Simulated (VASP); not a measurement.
A run of VASP 6.6.1 is set up as follows.

Contents of INCAR:

```
SYSTEM = TiGeSb
PREC = Accurate
ENCUT = 520
EDIFF = 1E-6
ISMEAR = -1
SIGMA = 0.05
LREAL = .FALSE.
LASPH = .TRUE.
NELM = 60
ALGO = Normal
ISIF = 2
LWAVE = .FALSE.
LCHARG = .FALSE.
NBANDS = 40
```

Contents of KPOINTS:

```
Automatic mesh
0
G
  6 6 3
  0 0 0
```

POSCAR

```
TiGeSb
1.0
    3.6351770811      0.0000000000      0.0000000000
    0.0000000000      3.6351770811      0.0000000000
    0.0000000000      0.0000000000      8.0650029689
Ti Ge Sb
2 2 2
Direct
    0.5000000000      0.0000000000      0.2487500000
    0.0000000000      0.5000000000      0.7512500000
    0.0000000000      0.0000000000      0.0000000000
    0.5000000000      0.5000000000      0.0000000000
    0.5000000000      0.0000000000      0.6155600000
    0.0000000000      0.5000000000      0.3844400000
```

Potentials or basis: VASP PAW LDA potentials, release 64 (Ti_sv, Ge_d, Sb).

The run is started by

```bash
$ cat potpaw_LDA.64/Ti_sv/POTCAR potpaw_LDA.64/Ge_d/POTCAR potpaw_LDA.64/Sb/POTCAR > POTCAR
$ mpirun -np 1 vasp_std > vasp.out
```

Q: Predict the largest force.

A: 0.115 eV/Å.

Q: Estimate the band gap on the k mesh.

A: Zero (band 31 reaches 10.38 eV, above the bottom of band 32 at 7.91 eV).

Q: Estimate the pressure.

A: 0.8 GPa.

Stress tensor (GPa, compression positive):
```
0.89 0.00 0.00
0.00 0.89 0.00
0.00 0.00 0.74
```

Caveat: spin-orbit coupling is left out, which moves the levels of the heavy elements.
